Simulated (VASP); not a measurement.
Wanted: the native input for a VASP 6.6.1 run.

| Property | Result |
| --- | --- |
| Task | relaxation of cell and atoms |
| Functional | RPBE |
| Dispersion | D4 |
| Potentials or basis | VASP PAW PBE potentials, release 64 (Te, Sn_d) |
| Cutoff | 600 eV |
| k mesh | 7 × 7 × 7 |
| Occupations | fermi-dirac, width 0.05 eV |
| Spin | no spin polarisation |
| Dipole correction | no |
| Further INCAR settings | ALGO = Normal; EDIFF = 1e-07; IBRION = 2; EDIFFG = -0.01; NSW = 60; ISIF = 3 |

The structure of SnTe lies in POSCAR:

```
SnTe
1.0
    3.9047000000      0.0000000000      0.0000000000
    0.0000000000      3.9047000000      0.0000000000
    0.0000000000      0.0000000000      3.9047000000
Te Sn
1 1
Direct
    0.5000000000      0.5000000000      0.5000000000
    0.0000000000      0.0000000000      0.0000000000
```

The input as run:

INCAR

```
PREC     = Accurate       # precision mode
ENCUT    = 600            # plane-wave cutoff, eV
EDIFF    = 1E-7           # SCF threshold, eV
ISMEAR   = -1             # smearing method
SIGMA    = 0.05           # smearing width, eV
LREAL    = False          # projectors in reciprocal space
LASPH    = True           # aspherical terms in the spheres
NELM     = 80             # most SCF steps
ALGO     = Normal         # electronic algorithm
ISIF     = 3              # what is computed and relaxed
LWAVE    = False          # write WAVECAR
LCHARG   = False          # write CHGCAR
GGA      = RP             # functional
IVDW     = 13             # dispersion correction
IBRION   = 2              # ionic algorithm
NSW      = 60             # ionic steps
EDIFFG   = -0.01          # ionic threshold
```

KPOINTS

```
Automatic mesh
0
Gamma
  7 7 7
```

Potentials or basis: VASP PAW PBE potentials, release 64 (Te, Sn_d).

Run with:

```sh
$ cat potpaw_PBE.64/Te/POTCAR potpaw_PBE.64/Sn_d/POTCAR > POTCAR
$ mpirun -np 1 vasp_std > vasp.out
```

It gave:

```yaml
Relaxed_volume: 26.95 Å³/atom
Relaxed_cell: a = 3.777 Å, b = 3.777 Å, c = 3.777 Å, α = 90.00°, β = 90.00°, γ = 90.00°
Space_group_after_relaxing_to_0.05_Å: Pm-3m (No. 221)
Energy_gained_by_relaxing: 34.8 meV/atom
Ionic_steps: 5
Pressure_after_relaxing: 0.0 GPa
Band_gap_on_the_k_mesh: zero (band 10 reaches 8.78 eV, above the bottom of band 11 at 7.27 eV)
Dispersion_energy_per_atom: -0.942 eV
```

Caveat: the PAW data sets were made with another functional, which shifts forces and pressure a little; spin-orbit coupling is left out, which moves the levels of the heavy elements; pairwise dispersion overbinds metals, which lowers pressure and volume.

It took 110 s on 1 thread of AMD EPYC 7R43 64-Core Processor (Zen 3), on a shared host, peak memory 0.16 GiB.
